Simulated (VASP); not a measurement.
# K2S (Fm-3m) in VASP: further runs

The runs below take K2S through single point, with PBEsol.

All numbers are computed with VASP 6.6.1; they aren't measurements. Logs are shortened: lines on timing, memory, paths and dates and some standing lists are left out, and cuts for length are marked.

## Step 1: The cell of the first run

The structure is cubic, space group Fm-3m (No. 225). Conventional cell: a = 6.533 Å, b = 6.533 Å, c = 6.533 Å, α = 90.00°, β = 90.00°, γ = 90.00°. K (site symmetry -43m) has 4 S at 2.83 Å and 6 K at 3.27 Å within 3.7 Å. S (site symmetry m-3m) has 8 K at 2.83 Å within 3.7 Å.

## Step 2: Single point, PBEsol

Input file INCAR:

```
ALGO = Normal
EDIFF = 1E-6
ENCUT = 500
GGA = PS
GGA_COMPAT = False
ISIF = 2
ISMEAR = 0
LASPH = True
LCHARG = False
LREAL = False
LWAVE = False
NBANDS = 19
NELM = 120
PREC = Accurate
SIGMA = 0.01
```

Input file KPOINTS:

```
k-points
0
Gamma
  6 6 6
```

Input file POSCAR:

```
K2S
1.0
    3.2665056599      3.2665056599      0.0000000000
   -3.2665056599      3.2665056599      0.0000000000
    0.0000000000      3.2665056599      3.2665056599
K S
2 1
Direct
    0.2500000000      0.7500000000      0.5000000000
    0.7500000000      0.2500000000      0.5000000000
    0.0000000000      0.0000000000      0.0000000000
```

Potentials or basis: VASP PAW PBE potentials, release 64 (K_sv, S).

Command:

```
$ cat potpaw_PBE.64/K_sv/POTCAR potpaw_PBE.64/S/POTCAR > POTCAR
$ mpirun -np 1 vasp_std > vasp.out
```

OUTCAR:

```text
EDIFF = 1E-6
   ENCUT = 500
   GGA = PS
   ISIF = 2
   ISMEAR = 0
   LASPH = True
   LREAL = False
   NELM = 120
   PREC = Accurate

 ion  position               nearest neighbor table
   1  0.250  0.750  0.500-   3 2.83   3 2.83   3 2.83   3 2.83   2 3.27   2 3.27   2 3.27   2 3.27
                             2 3.27   2 3.27
   2  0.750  0.250  0.500-   3 2.83   3 2.83   3 2.83   3 2.83   1 3.27   1 3.27   1 3.27   1 3.27
                             1 3.27   1 3.27
   3  0.000  0.000  0.000-   2 2.83   1 2.83   1 2.83   2 2.83   1 2.83   2 2.83   2 2.83   1 2.83

  LATTYP: Found a face centered cubic cell.
 ALAT       =     6.5330113198

  Lattice vectors:

 A1 = (   0.0000000000,   3.2665056599,   3.2665056599)
 A2 = (   3.2665056599,   0.0000000000,   3.2665056599)
 A3 = (   3.2665056599,   3.2665056599,   0.0000000000)

Analysis of symmetry for initial positions (statically):
=====================================================================
 Subroutine PRICEL returns:
 Original cell was already a primitive cell.

 Routine SETGRP: Setting up the symmetry group for a
 face centered cubic supercell.

 Subroutine GETGRP returns: Found 48 space group operations
 (whereof 48 operations were pure point group operations)
 out of a pool of 48 trial point group operations.

The static configuration has the point symmetry O_h .

Analysis of symmetry for dynamics (positions and initial velocities):
=====================================================================
 Subroutine PRICEL returns:
 Original cell was already a primitive cell.

 Routine SETGRP: Setting up the symmetry group for a
 face centered cubic supercell.

 Subroutine GETGRP returns: Found 48 space group operations
 (whereof 48 operations were pure point group operations)
 out of a pool of 48 trial point group operations.

The dynamic configuration has the point symmetry O_h .

 Subroutine INISYM returns: Found 48 space group operations
 (whereof 48 operations are pure point group operations),
 and found     1 'primitive' translations

----------------------------------------------------------------------------------------

                                     Primitive cell

  volume of cell :      69.7076

  direct lattice vectors                    reciprocal lattice vectors
[... 77 lines left out ...]
   LASPH  =      T    aspherical Exc in radial PAW
   ENCUT  =  500.0 eV  36.75 Ry    6.06 a.u.   8.42  8.42  8.42*2*pi/ulx,y,z
   NELM   =    120;   NELMIN=  2; NELMDL= -5     # of ELM steps
   EDIFF  = 0.1E-05   stopping-criterion for ELM
   LREAL  =      F    real-space projection
   EDIFFG = 0.1E-04   stopping-criterion for IOM
   NSW    =      0    number of steps for IOM
   IBRION =     -1    ionic relax: 0-MD 1-quasi-New 2-CG
   NFREE  =      0    steps in history (QN), initial steepest desc. (CG)
   ISIF   =      2    stress and relaxation
   ISYM   =      2    0-nonsym 1-usesym 2-fastsym
   POTIM  = 0.5000    time-step for ionic-motion
   TEBEG  =    0.0;   TEEND  =   0.0 temperature during run
   PSTRESS=    0.0 pullay stress
   NELECT =      24.0000    total number of electrons
   NUPDOWN=      -1.0000    fix difference up-down
   EMIN   =  10.00;   EMAX   =-10.00  energy-range for DOS
   EFERMI =   0.00;   METHOD = LEGACY
   ISMEAR =     0;   SIGMA  =   0.01  broadening in eV -4-tet -1-fermi 0-gaus
   EFERMI_NEDOS =   21; number of points for ismear=-14 and -15
   IALGO  =     38    algorithm
   IMIX   =      4    mixing-type and parameters
     AMIX     =   0.40;   BMIX     =  1.00
     AMIX_MAG =   1.60;   BMIX_MAG =  1.00
  volume/ion in A,a.u.               =      23.24       156.80
  Fermi-wavevector in a.u.,A,eV,Ry     =   1.147410  2.168290 17.912735  1.316549
  Thomas-Fermi vector in A             =   2.284090
   LORBIT       =      0    0 simple, 1 ext, 2 COOP (PROOUT), +10 PAW based schemes
   GGA     = PS    functional components
   LHFCALC =     F    Hartree Fock is set to
   AEXX    =    0.0000 exact exchange contribution
   IVDW    =     0    specifies the selected vdW correction
   LEPSILON=     F    determine dielectric tensor
   LRPA    =     F    only Hartree local field effects (RPA)
 non-spin polarized calculation
 Gauss-broadening in eV      SIGMA  =   0.01
  energy-cutoff  :      500.00
  volume of cell :       69.71
 maximum number of plane-waves:      1807
 NGX is ok and might be reduce to    36
   NGX = 17   NGY = 17   NGZ = 17

 number of electron      24.0000002 magnetization

 Free energy of the ion-electron system (eV)
  ---------------------------------------------------
  ext. energy  EPLUGINS =         0.00000000
  ---------------------------------------------------
  free energy    TOTEN  =        -8.83792991 eV

  energy without entropy =       -8.83792991  energy(sigma->0) =       -8.83792991

 E-fermi :   1.4269     XC(G=0):  -9.0558

 val. band max:        1.3080069132   @ k =   0.5000   0.5000   0.0000
 cond. band min:       4.4904960122   @ k =   0.0000   0.0000   0.0000
 fundamental gap:      3.1824890990
 Fermi energy:         1.4268653852

 k-point     1 :       0.0000    0.0000    0.0000
  band No.  band energies     occupation
      1     -27.4066      2.00000
      2     -27.0566      2.00000
      3     -11.2185      2.00000
      4     -11.2185      2.00000
      5     -11.2185      2.00000
      6     -10.5799      2.00000
[... 329 lines left out ...]
      6     -10.7232      2.00000
[... 11 lines left out ...]
     18       9.7554      0.00000
     19      10.2096      0.00000

------------------------ aborting loop because EDIFF is reached ----------------------------------------

  FORCE on cell =-STRESS in cart. coord.  units (eV):
  Direction    XX          YY          ZZ          XY          YZ          ZX
  --------------------------------------------------------------------------------------
  -------------------------------------------------------------------------------------
  Total        6.6490804      6.6490804      6.6490804      0.0000000      0.0000000     -0.0000000
  in kB      152.8241288    152.8241288    152.8241288      0.0000000      0.0000000     -0.0000000
  external PRESSURE =     152.8241288 kB  Pullay stress =       0.0000000 kB

 VOLUME and BASIS-vectors are now :
 -----------------------------------------------------------------------------
  energy-cutoff  :      500.00
  volume of cell :       69.71
      direct lattice vectors                 reciprocal lattice vectors
     3.266505660  3.266505660  0.000000000     0.153068769  0.153068769 -0.153068769
    -3.266505660  3.266505660  0.000000000    -0.153068769  0.153068769 -0.153068769
     0.000000000  3.266505660  3.266505660     0.000000000  0.000000000  0.306137538

 POSITION                                       TOTAL-FORCE (eV/Angst)
 -----------------------------------------------------------------------------------
     -1.63325      4.89976      1.63325        -0.000000      0.000000      0.000000
      1.63325      4.89976      1.63325         0.000000     -0.000000     -0.000000
      0.00000      0.00000      0.00000         0.000000     -0.000000      0.000000
 -----------------------------------------------------------------------------------
    total drift:                               -0.000000      0.000000     -0.000000

  FREE ENERGIE OF THE ION-ELECTRON SYSTEM (eV)
  ---------------------------------------------------
  free  energy   TOTEN  =        -8.8379299075 eV

  energy  without entropy=       -8.8379299075  energy(sigma->0) =       -8.83792991
```

stdout:

```text
POSCAR found type information on POSCAR K S
 POSCAR found :  2 types and       3 ions
 scaLAPACK will be used
 -----------------------------------------------------------------------------
|                                                                             |
|                                                                             |
|     You enforced a specific xc type in the INCAR file but a different       |
|     I HOPE YOU KNOW WHAT YOU ARE DOING!                                     |
|                                                                             |
 -----------------------------------------------------------------------------

 LDA part: xc-table for (Slater+PW92), standard interpolation
 POSCAR, INCAR and KPOINTS ok, starting setup
 FFT: planning ... GRIDC
 FFT: planning ... GRID_SOFT
 FFT: planning ... GRID
 WAVECAR not read
 entering main loop
```

Run time: 43 s. Hardware: 1 thread of Intel Xeon 8259CL, shared host; peak memory 0.2 GiB.

Results:

```yaml
Free_energy: -8.8379 eV
Pressure: 15.3 GPa
Band_gap_on_the_k_mesh: 3.18 eV, indirect (least direct gap 3.20 eV)
```

Levels at points of the mesh, in eV from the valence-band top:
| k point | band 10 | band 11 | band 12 | band 13 | band 14 | band 15 |
| --- | --- | --- | --- | --- | --- | --- |
| (0.00, 0.00, 0.00) | -0.82 | -0.82 | -0.82 | 3.18 | 5.05 | 5.05 |
| (0.50, 0.00, 0.00) | -0.86 | -0.36 | -0.36 | 5.02 | 6.01 | 6.01 |
| (0.50, 0.50, 0.00) | -1.31 | 0.00 | 0.00 | 3.20 | 5.66 | 6.65 |

Caveat: the PAW data sets were made with another functional, which shifts forces and pressure a little.

## Step 3: Single point, PBEsol

This run uses another cell than the first one, of 25.04 Å³/atom, 1.077 times its volume.

Input file INCAR:

```
  ALGO = Normal
  EDIFF = 1E-6
  ENCUT = 500
  GGA = PS
  GGA_COMPAT = F
  ISIF = 2
  ISMEAR = 0
  LASPH = T
  LCHARG = F
  LREAL = F
  LWAVE = F
  NBANDS = 19
  NELM = 120
  PREC = Accurate
  SIGMA = 0.01
```

KPOINTS is that of step 2.

Input file POSCAR:

```
K2S
1.0
    3.3487620227      3.3487620227      0.0000000000
   -3.3487620227      3.3487620227      0.0000000000
    0.0000000000      3.3487620227      3.3487620227
K S
2 1
Direct
    0.2500000000      0.7500000000      0.5000000000
    0.7500000000      0.2500000000      0.5000000000
    0.0000000000      0.0000000000      0.0000000000
```

Potentials or basis: VASP PAW PBE potentials, release 64 (K_sv, S).

Command:

```
$ cat potpaw_PBE.64/K_sv/POTCAR potpaw_PBE.64/S/POTCAR > POTCAR
$ mpirun -np 1 vasp_std > vasp.out
```

Wall time 50 s (1 thread of Intel Xeon 8259CL, shared host); peak memory 0.2 GiB.

It converged, with:

```yaml
Free_energy: -9.2644 eV
Pressure: 10.2 GPa
Band_gap_on_the_k_mesh: 3.01 eV, indirect (least direct gap 3.30 eV)
```

Levels at points of the mesh, in eV from the valence-band top:
```tsv
k point	band 8	band 9	band 10	band 11	band 12	band 13	band 14	band 15	band 16	band 17
(0.00, 0.00, 0.00)	-11.95	-9.97	-0.65	-0.65	-0.65	3.01	5.19	5.19	8.46	8.46
(0.50, 0.00, 0.00)	-12.23	-9.30	-0.82	-0.28	-0.28	5.00	6.01	6.01	6.34	8.01
(0.50, 0.50, 0.00)	-11.77	-9.24	-1.18	0.00	0.00	3.30	5.62	6.70	8.09	8.40
```

Caveat: the PAW data sets were made with another functional, which shifts forces and pressure a little.

## Step 4: Single point, PBEsol

This run uses another cell than the first one, of 26.50 Å³/atom, 1.140 times its volume.

Input file INCAR:

```
PREC     = Accurate       # precision mode
ENCUT    = 500            # plane-wave cutoff, eV
EDIFF    = 1E-6           # SCF threshold, eV
ISMEAR   = 0              # smearing method
SIGMA    = 0.01           # smearing width, eV
LREAL    = F              # projectors in reciprocal space
LASPH    = T              # aspherical terms in the spheres
NELM     = 120            # most SCF steps
ALGO     = Normal         # electronic algorithm
ISIF     = 2              # what is computed and relaxed
LWAVE    = F              # write WAVECAR
LCHARG   = T              # write CHGCAR
GGA      = PS             # functional
LELF     = T              # ELF
LVHAR    = T            
NBANDS   = 19             # bands
GGA_COMPAT= F
```

Input file KPOINTS:

```
Automatic mesh
0
Gamma
  6 6 6
```

Input file POSCAR:

```
K2S
1.0
    3.4127057428      3.4127057428      0.0000000000
   -3.4127057428      3.4127057428      0.0000000000
    0.0000000000      3.4127057428      3.4127057428
K S
2 1
Direct
    0.2500000000      0.7500000000      0.5000000000
    0.7500000000      0.2500000000      0.5000000000
    0.0000000000      0.0000000000      0.0000000000
```

Command:

```
$ cat potpaw_PBE.64/K_sv/POTCAR potpaw_PBE.64/S/POTCAR > POTCAR
$ mpirun -np 1 vasp_std > vasp.out
```

Run time: 54 s. Hardware: 1 thread of Intel Xeon 8259CL, shared host; peak memory 0.2 GiB.

Results (log left out):

- Free energy: -9.5017 eV
- Pressure: 7.2 GPa
- Band gap on the k mesh: 2.87 eV, indirect (least direct gap 3.35 eV)

Levels at points of the mesh, in eV from the valence-band top:
| k point | band 8 | band 9 | band 10 | band 11 | band 12 | band 13 | band 14 | band 15 | band 16 | band 17 |
| --- | --- | --- | --- | --- | --- | --- | --- | --- | --- | --- |
| (0.00, 0.00, 0.00) | -12.02 | -9.88 | -0.53 | -0.53 | -0.53 | 2.87 | 5.28 | 5.28 | 8.27 | 8.27 |
| (0.50, 0.00, 0.00) | -12.26 | -9.33 | -0.78 | -0.23 | -0.23 | 4.96 | 6.00 | 6.00 | 6.07 | 7.95 |
| (0.50, 0.50, 0.00) | -11.86 | -9.27 | -1.09 | 0.00 | 0.00 | 3.35 | 5.57 | 6.71 | 7.80 | 8.27 |

Caveat: the PAW data sets were made with another functional, which shifts forces and pressure a little.

## Step 5: Single point, PBEsol

This run uses another cell than the first one, of 28.47 Å³/atom, 1.225 times its volume.

Input file INCAR:

```
PREC = Accurate
ENCUT = 500
EDIFF = 1E-6
ISMEAR = 0
SIGMA = 0.01
LREAL = F
LASPH = T
NELM = 120
ALGO = Normal
ISIF = 2
LWAVE = F
LCHARG = T
GGA = PS
LELF = T
LVHAR = T
NBANDS = 19
GGA_COMPAT = F
```

KPOINTS is that of step 4.

Input file POSCAR:

```
K2S
1.0
    3.4955673498      3.4955673498      0.0000000000
   -3.4955673498      3.4955673498      0.0000000000
    0.0000000000      3.4955673498      3.4955673498
K S
2 1
Direct
    0.2500000000      0.7500000000      0.5000000000
    0.7500000000      0.2500000000      0.5000000000
    0.0000000000      0.0000000000      0.0000000000
```

Command:

```
$ cat potpaw_PBE.64/K_sv/POTCAR potpaw_PBE.64/S/POTCAR > POTCAR
$ mpirun -np 1 vasp_std > vasp.out
```

Wall time 47 s (1 thread of Intel Xeon 8259CL, shared host); peak memory 0.2 GiB.

Results (log left out):

| Item | Value |
| --- | --- |
| Free energy | -9.7087 eV |
| Pressure | 4.1 GPa |
| Band gap on the k mesh | 2.70 eV, indirect (least direct gap 3.11 eV) |

Levels at points of the mesh, in eV from the valence-band top:
| k point | band 8 | band 9 | band 10 | band 11 | band 12 | band 13 | band 14 | band 15 | band 16 | band 17 |
| --- | --- | --- | --- | --- | --- | --- | --- | --- | --- | --- |
| (0.00, 0.00, 0.00) | -12.12 | -9.78 | -0.41 | -0.41 | -0.41 | 2.70 | 5.35 | 5.35 | 8.03 | 8.03 |
| (0.50, 0.00, 0.00) | -12.32 | -9.36 | -0.74 | -0.17 | -0.17 | 4.89 | 5.73 | 5.95 | 5.95 | 7.86 |
| (0.50, 0.50, 0.00) | -12.00 | -9.29 | -0.98 | 0.00 | 0.00 | 3.40 | 5.49 | 6.70 | 7.44 | 8.08 |

Caveat: the PAW data sets were made with another functional, which shifts forces and pressure a little.

## Step 6: Single point, PBEsol

This run uses another cell than the first one, of 30.29 Å³/atom, 1.304 times its volume.

Input file INCAR:

```
PREC     = Accurate       # precision mode
ENCUT    = 500            # plane-wave cutoff, eV
EDIFF    = 1E-6           # SCF threshold, eV
ISMEAR   = 0              # smearing method
SIGMA    = 0.01           # smearing width, eV
LREAL    = False          # projectors in reciprocal space
LASPH    = True           # aspherical terms in the spheres
NELM     = 120            # most SCF steps
ALGO     = Normal         # electronic algorithm
ISIF     = 2              # what is computed and relaxed
LWAVE    = False          # write WAVECAR
LCHARG   = False          # write CHGCAR
GGA      = PS             # functional
NBANDS   = 19             # bands
GGA_COMPAT= False
```

Input file KPOINTS:

```
regular mesh
0
Gamma
  6 6 6
```

Input file POSCAR:

```
K2S
1.0
    3.5682885463      3.5682885463      0.0000000000
   -3.5682885463      3.5682885463      0.0000000000
    0.0000000000      3.5682885463      3.5682885463
K S
2 1
Direct
    0.2500000000      0.7500000000      0.5000000000
    0.7500000000      0.2500000000      0.5000000000
    0.0000000000      0.0000000000      0.0000000000
```

Potentials or basis: VASP PAW PBE potentials, release 64 (K_sv, S).

Command:

```
$ cat potpaw_PBE.64/K_sv/POTCAR potpaw_PBE.64/S/POTCAR > POTCAR
$ mpirun -np 1 vasp_std > vasp.out
```

It took 67 s on 1 thread of Intel Xeon 8259CL, shared host; peak memory 0.24 GiB.

Results (log left out):

```
Free energy            : -9.8133 eV
Pressure               : 2.1 GPa
Band gap on the k mesh : 2.54 eV, indirect (least direct gap 2.87 eV)
```

Levels at points of the mesh, in eV from the valence-band top:
| k point | band 10 | band 11 | band 12 | band 13 | band 14 | band 15 |
| --- | --- | --- | --- | --- | --- | --- |
| (0.00, 0.00, 0.00) | -0.32 | -0.32 | -0.32 | 2.54 | 5.39 | 5.39 |
| (0.50, 0.00, 0.00) | -0.70 | -0.13 | -0.13 | 4.81 | 5.44 | 5.90 |
| (0.50, 0.50, 0.00) | -0.89 | 0.00 | 0.00 | 3.42 | 5.41 | 6.67 |

Caveat: the PAW data sets were made with another functional, which shifts forces and pressure a little. A k mesh can miss the band edges.

## Step 7: The runs side by side

```tsv
cell	gap on the mesh (eV)	pressure (GPa)
a = 4.620 Å, angles 60.0, 60.0, 90.0°, 3 atoms	3.18	15.3
a = 4.736 Å, angles 60.0, 60.0, 90.0°, 3 atoms	3.01	10.2
a = 4.826 Å, angles 60.0, 60.0, 90.0°, 3 atoms	2.87	7.2
a = 4.943 Å, angles 60.0, 60.0, 90.0°, 3 atoms	2.70	4.1
a = 5.046 Å, angles 60.0, 60.0, 90.0°, 3 atoms	2.54	2.1
```

Alike in all rows: task single point; level PBEsol; potentials or basis VASP PAW PBE potentials, release 64 (K_sv, S); no spin polarisation; k mesh 6 × 6 × 6; cutoff (eV) 500; smearing gaussian 0.01 eV.

Caveats: the PAW data sets were made with another functional, which shifts forces and pressure a little.

Total energies depend on the potentials used, so only differences within one code and one set of settings carry meaning.
